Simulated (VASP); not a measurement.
Input of a VASP 6.6.1 run:

INCAR

```
PREC = Accurate
ENCUT = 520
EDIFF = 1E-6
ISMEAR = 0
SIGMA = 0.05
LREAL = False
LASPH = True
NELM = 60
ALGO = Normal
ISIF = 2
LWAVE = False
LCHARG = False
GGA = PE
NBANDS = 16
```

The input KPOINTS:

```
Automatic mesh
0
Gamma
  10 10 10
```

Contents of POSCAR:

```
CdSe
1.0
    0.0000000000      3.1622356986      3.1622356986
    3.1622356986      0.0000000000      3.1622356986
    3.2486701410      3.2486701410     -0.0864344424
Cd Se
1 1
Direct
    0.0000000000      0.0000000000      0.0000000000
    0.7500000000      0.7500000000      0.7500000000
```

Potentials or basis: VASP PAW PBE potentials, release 64 (Cd, Se).

The run is started by

```bash
$ cat potpaw_PBE.64/Cd/POTCAR potpaw_PBE.64/Se/POTCAR > POTCAR
$ mpirun -np 1 vasp_std > vasp.out
```

What does it give for the pressure?

-3.3 GPa.

Estimate the largest force.

0.075 eV/Å.

Predict the band gap on the k mesh.

0.29 eV, direct.

Stress tensor (GPa, compression positive):
```
-3.33 -0.62  0.62
-0.62 -3.33  0.62
 0.62  0.62 -3.33
```
